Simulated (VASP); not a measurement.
# Al2O3 (R-3c) in VASP: notebook, part 2 of 2

VASP 6.6.1. Earlier steps stand in the parts before.

## (3) Relaxation of shape and atoms at fixed volume, r2SCAN (8.75 Å³/atom)

This run uses another cell than the first one, of 8.75 Å³/atom.

The input, POSCAR:

```
Al2O3
1.0
    2.4030293359      1.3873896339      4.3746499780
   -2.4030293359      1.3873896339      4.3746499780
    0.0000000000     -2.7747792679      4.3746499780
Al O
4 6
Direct
    0.3519237653      0.3519237653      0.3519237653
    0.1480762347      0.1480762347      0.1480762347
    0.6480762347      0.6480762347      0.6480762347
    0.8519237653      0.8519237653      0.8519237653
    0.5563371803      0.9436628197      0.2500000000
    0.2500000000      0.5563371803      0.9436628197
    0.9436628197      0.2500000000      0.5563371803
    0.4436628197      0.0563371803      0.7500000000
    0.7500000000      0.4436628197      0.0563371803
    0.0563371803      0.7500000000      0.4436628197
```

The input, INCAR.step1:

```
ALGO = Normal
EDIFF = 1E-4
ENCUT = 600
GGA = PE
ISMEAR = 0
LASPH = T
LCHARG = F
LREAL = F
LWAVE = T
NELM = 80
PREC = Accurate
SIGMA = 0.02
```

The input, INCAR.step2:

```
ALGO = Normal
EDIFF = 1E-6
EDIFFG = -0.01
ENCUT = 600
IBRION = 2
ISIF = 4
ISMEAR = 0
ISTART = 1
LASPH = T
LCHARG = F
LMIXTAU = T
LREAL = F
LWAVE = F
METAGGA = R2SCAN
NELM = 80
NSW = 50
PREC = Accurate
SIGMA = 0.02
```

The input, KPOINTS:

```
k-points
0
Gamma
  6 6 6
```

Potentials or basis: VASP PAW PBE potentials, release 64 (Al, O).

Started as:

```console
cat potpaw_PBE.64/Al/POTCAR potpaw_PBE.64/O/POTCAR > POTCAR
cp INCAR.step1 INCAR
mpirun -np 1 vasp_std > vasp.out
cp INCAR.step2 INCAR
mpirun -np 1 vasp_std > vasp.out
```

OUTCAR:

```text
EDIFF = 1E-6
   EDIFFG = -0.01
   ENCUT = 600
   IBRION = 2
   ISIF = 4
   ISMEAR = 0
   ISTART = 1
   LASPH = T
   LREAL = F
   METAGGA = R2SCAN
   NELM = 80
   NSW = 50
   PREC = Accurate

 ion  position               nearest neighbor table
   1  0.352  0.352  0.352-   9 1.87   8 1.87  10 1.87   7 1.99   6 1.99   5 1.99   2 2.68   3 2.82
                             3 2.82   3 2.82   2 3.25   2 3.25   2 3.25
   2  0.148  0.148  0.148-  10 1.87   8 1.87   9 1.87   6 1.99   7 1.99   5 1.99   1 2.68   4 2.82
                             4 2.82   4 2.82   1 3.25   1 3.25   1 3.25
   3  0.648  0.648  0.648-   6 1.87   5 1.87   7 1.87  10 1.99   9 1.99   8 1.99   4 2.68   1 2.82
                             1 2.82   1 2.82   4 3.25   4 3.25   4 3.25
   4  0.852  0.852  0.852-   7 1.87   5 1.87   6 1.87   9 1.99  10 1.99   8 1.99   3 2.68   2 2.82
                             2 2.82   2 2.82   3 3.25   3 3.25   3 3.25
   5  0.556  0.944  0.250-   3 1.87   4 1.87   1 1.99   2 1.99
   6  0.250  0.556  0.944-   3 1.87   4 1.87   2 1.99   1 1.99
   7  0.944  0.250  0.556-   4 1.87   3 1.87   1 1.99   2 1.99
   8  0.444  0.056  0.750-   1 1.87   2 1.87   3 1.99   4 1.99
   9  0.750  0.444  0.056-   1 1.87   2 1.87   4 1.99   3 1.99
  10  0.056  0.750  0.444-   2 1.87   1 1.87   3 1.99   4 1.99

  LATTYP: Found a trigonal (rhomboedric) cell.
 ALAT       =     5.1804403689
 COS(alpha) =     0.5696569605

  Lattice vectors:

 A1 = (   2.4030293359,   1.3873896339,   4.3746499780)
 A2 = (  -2.4030293359,   1.3873896339,   4.3746499780)
 A3 = (   0.0000000000,  -2.7747792679,   4.3746499780)

Analysis of symmetry for initial positions (statically):
=====================================================================
 Subroutine PRICEL returns:
 Original cell was already a primitive cell.

 Routine SETGRP: Setting up the symmetry group for a
 trigonal (rhombohedral) supercell.

[... 223 lines left out ...]
  ---------------------------------------------------
  free  energy   TOTEN  =       -96.2300745690 eV

  energy  without entropy=      -96.2300745690  energy(sigma->0) =      -96.23007457

--------------------------------------- Ionic step        2  -------------------------------------------

 number of electron      47.9999997 magnetization

 Free energy of the ion-electron system (eV)
  ---------------------------------------------------
  ext. energy  EPLUGINS =         0.00000000
  ---------------------------------------------------
  free energy    TOTEN  =       -96.23039466 eV

  energy without entropy =      -96.23039466  energy(sigma->0) =      -96.23039466

 E-fermi :   5.5021     XC(G=0): -12.0760

 val. band max:        5.3934801523   @ k =   0.0000   0.0000   0.0000
 cond. band min:      12.1838810196   @ k =   0.0000   0.0000   0.0000
 fundamental gap:      6.7904008673
 Fermi energy:         5.5020517996

 k-point     1 :       0.0000    0.0000    0.0000
  band No.  band energies     occupation
      1     -14.5723      2.00000
      2     -12.3990      2.00000
      3     -12.1310      2.00000
      4     -12.1310      2.00000
      5     -11.8312      2.00000
      6     -11.8312      2.00000
[... 781 lines left out ...]
     29      16.6660      0.00000
     30      17.3926      0.00000

 [... further k-points ...]

------------------------ aborting loop because EDIFF is reached ----------------------------------------

  FORCE on cell =-STRESS in cart. coord.  units (eV):
  Direction    XX          YY          ZZ          XY          YZ          ZX
  --------------------------------------------------------------------------------------
  -------------------------------------------------------------------------------------
  Total       -4.3309593     -4.3309593     -4.4001037      0.0000000      0.0000000      0.0000000
  in kB      -79.2944161    -79.2944161    -80.5603640      0.0000000      0.0000000      0.0000000
  external PRESSURE =     -79.7163987 kB  Pullay stress =       0.0000000 kB

 VOLUME and BASIS-vectors are now :
 -----------------------------------------------------------------------------
  energy-cutoff  :      600.00
  volume of cell :       87.51
      direct lattice vectors                 reciprocal lattice vectors
     2.402117308  1.386863074  4.377972515     0.208149701  0.120175286  0.076138745
    -2.402117308  1.386863074  4.377972515    -0.208149701  0.120175286  0.076138745
     0.000000000 -2.773726148  4.377972515     0.000000000 -0.240350572  0.076138745

 POSITION                                       TOTAL-FORCE (eV/Angst)
 -----------------------------------------------------------------------------------
      0.00000     -0.00000      4.62192        -0.000000      0.000000     -0.003824
      0.00000     -0.00000      1.94504        -0.000000     -0.000000      0.003824
      0.00000     -0.00000      8.51200        -0.000000     -0.000000      0.003824
      0.00000     -0.00000     11.18888        -0.000000      0.000000     -0.003824
     -0.93262      1.38686      7.66145         0.008203      0.000000     -0.000000
     -0.73475     -1.50110      7.66145        -0.004101      0.007104      0.000000
      1.66737      0.11424      7.66145        -0.004101     -0.007104     -0.000000
      0.93262     -1.38686      5.47247        -0.008203      0.000000     -0.000000
      0.73475      1.50110      5.47247         0.004101     -0.007104     -0.000000
     -1.66737     -0.11424      5.47247         0.004101      0.007104      0.000000
 -----------------------------------------------------------------------------------
    total drift:                                0.000000      0.000000     -0.000000

  FREE ENERGIE OF THE ION-ELECTRON SYSTEM (eV)
  ---------------------------------------------------
  free  energy   TOTEN  =       -96.2303946599 eV

  energy  without entropy=      -96.2303946599  energy(sigma->0) =      -96.23039466

 reached required accuracy - stopping structural energy minimisation
```

OUTCAR.step1:

```text
EDIFF = 1E-4
   ENCUT = 600
   GGA = PE
   ISMEAR = 0
[... 1052 lines left out ...]
      1.66689      0.11236      7.65564         0.005190      0.008989      0.000000
      0.93075     -1.38739      5.46831         0.010380     -0.000000     -0.000000
      0.73614      1.49975      5.46831        -0.005190      0.008989      0.000000
     -1.66689     -0.11236      5.46831        -0.005190     -0.008989      0.000000
 -----------------------------------------------------------------------------------
    total drift:                               -0.000000     -0.000000      0.000000

  FREE ENERGIE OF THE ION-ELECTRON SYSTEM (eV)
  ---------------------------------------------------
  free  energy   TOTEN  =       -74.8319124559 eV

  energy  without entropy=      -74.8319124559  energy(sigma->0) =      -74.83191246
```

OSZICAR.step1:

```text
N       E                     dE             d eps       ncg     rms          rms(c)
DAV:   1     0.279438698674E+03    0.27944E+03   -0.28067E+04  1920   0.171E+03
DAV:   2    -0.675621919466E+02   -0.34700E+03   -0.33655E+03  2508   0.333E+02
DAV:   3    -0.826457186050E+02   -0.15084E+02   -0.15037E+02  2298   0.760E+01
DAV:   4    -0.827880522101E+02   -0.14233E+00   -0.14212E+00  2304   0.828E+00
DAV:   5    -0.827900466430E+02   -0.19944E-02   -0.19941E-02  2226   0.991E-01    0.174E+01
DAV:   6    -0.747829886997E+02    0.80071E+01   -0.35748E+01  2214   0.331E+01    0.597E+00
DAV:   7    -0.748091416974E+02   -0.26153E-01   -0.64022E-01  2262   0.466E+00    0.321E+00
DAV:   8    -0.748256470882E+02   -0.16505E-01   -0.68048E-02  2232   0.231E+00    0.681E-01
DAV:   9    -0.748313131508E+02   -0.56661E-02   -0.13314E-02  2280   0.776E-01    0.301E-01
DAV:  10    -0.748319692273E+02   -0.65608E-03   -0.10320E-03  2256   0.215E-01    0.665E-02
DAV:  11    -0.748319124559E+02    0.56771E-04   -0.52114E-04  2278   0.134E-01
   1 F= -.74831912E+02 E0= -.74831912E+02  d E =-.283108E-18
```

It took 5.5 min on 1 thread of Intel Xeon 6975P-C (Granite Rapids), shared host; peak memory 0.32 GiB.

Results:

```
Free energy                  : -96.2304 eV
Energy gained by relaxing    : 0.0 meV/atom
Ionic steps                  : 2
Pressure after relaxing      : -8.0 GPa
Largest force after relaxing : 0.008 eV/Å
Band gap on the k mesh       : 6.79 eV
```

Forces in eV/Å, atoms in the order of the input:
```
Al   0.000  0.000 -0.004
Al   0.000  0.000  0.004
Al   0.000  0.000  0.004
Al   0.000  0.000 -0.004
O    0.008  0.000  0.000
O   -0.004  0.007  0.000
O   -0.004 -0.007  0.000
O   -0.008  0.000  0.000
O    0.004 -0.007  0.000
O    0.004  0.007  0.000
```

Step by step:
| step | energy change (eV) | largest force (eV/Å) | pressure (GPa) | volume (Å³) |
| --- | --- | --- | --- | --- |
| 1 | 0.0000 | 0.0460 | -8.00 | 87.51 |
| 2 | -0.0003 | 0.0082 | -7.97 | 87.51 |

Final structure:
```
Al O
1.0
     2.40212    1.38686    4.37797
    -2.40212    1.38686    4.37797
     0.00000   -2.77373    4.37797
Al O
4 6
Direct
  0.35191 0.35191 0.35191
  0.14809 0.14809 0.14809
  0.64809 0.64809 0.64809
  0.85191 0.85191 0.85191
  0.55588 0.94412 0.25000
  0.25000 0.55588 0.94412
  0.94412 0.25000 0.55588
  0.44412 0.05588 0.75000
  0.75000 0.44412 0.05588
  0.05588 0.75000 0.44412
```

Caveat: the PAW data sets were made with another functional, which shifts forces and pressure a little. A k mesh can miss the band edges.
